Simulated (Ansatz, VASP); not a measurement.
# ZrS2 in VASP and in Ansatz

```xyz
3
Lattice="3.6346 0.0000 0.0000 -1.8173 3.1477 0.0000 0.0000 0.0000 5.7202" Properties=species:S:1:pos:R:3 pbc="T T T"
Zr    0.0000    0.0000    0.0000
S     0.0000    2.0984    1.4606
S     1.8173    1.0492    4.2597
```

Alike in both runs: functional PBE; dispersion D3(BJ); k mesh 12 × 12 × 6; no spin polarisation.

Ansatz relaxed the structure, and its values are those at the end. VASP's run is a single point on that final structure, the one shown.

|  | VASP | Ansatz |
| --- | --- | --- |
| version | VASP 6.6.1 | Ansatz 0.2.0 |
| potentials or method | VASP PAW PBE potentials, release 64 (Zr_sv, S), cutoff 500 eV | scalar-relativistic, plane waves, PAW |
| occupations | gaussian, width 0.01 eV | fixed |
| valence electrons in the cell | 24 | 24 |

|  | VASP | Ansatz | Ansatz less VASP |
| --- | --- | --- | --- |
| gap on the k mesh at the Fermi level (eV) | 0.66 | 0.66 | -0.004 |
| least direct gap on the mesh (eV) | 1.42 | 1.41 | -0.010 |
| pressure (GPa) | 0.0 | 0.0 | +0.03 |
| rms of the force components (eV/Å) | 0.003 | 0.000 | -0.0033 |
